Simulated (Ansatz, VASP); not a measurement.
**Sb: VASP beside Ansatz**

```xyz
1
Lattice="-1.5633 1.5633 1.5633 1.5633 -1.5633 1.5633 1.5633 1.5633 -1.5633" Properties=species:S:1:pos:R:3 pbc="T T T"
Sb    0.0000    0.0000    0.0000
```

Change from the starting cell: volume scaled by 0.6, LAPW.

Alike in both runs: task single point; functional LDA; k mesh 14 × 14 × 14; occupations fermi-dirac, width 0.08 eV; no spin polarisation.

```csv
,VASP,Ansatz
version,VASP 6.6.1,Ansatz 0.2.0
potentials or method,"VASP PAW LDA potentials, release 64 (Sb), cutoff 520 eV","all-electron LAPW, scalar-relativistic"
```

```tsv
	VASP	Ansatz	Ansatz less VASP
pressure (GPa)	122.4	118.0	-4.34
```

LDA's correlation is that of Perdew and Zunger in VASP and of Perdew and Wang (1992) in Ansatz. Both programs put the cell under a high pressure, so it lies far from rest at this level. Ansatz ran all-electron here, and VASP with PAW potentials.

Spin-orbit coupling is off throughout. Noted on VASP's run: the cell as given lies far from equilibrium.
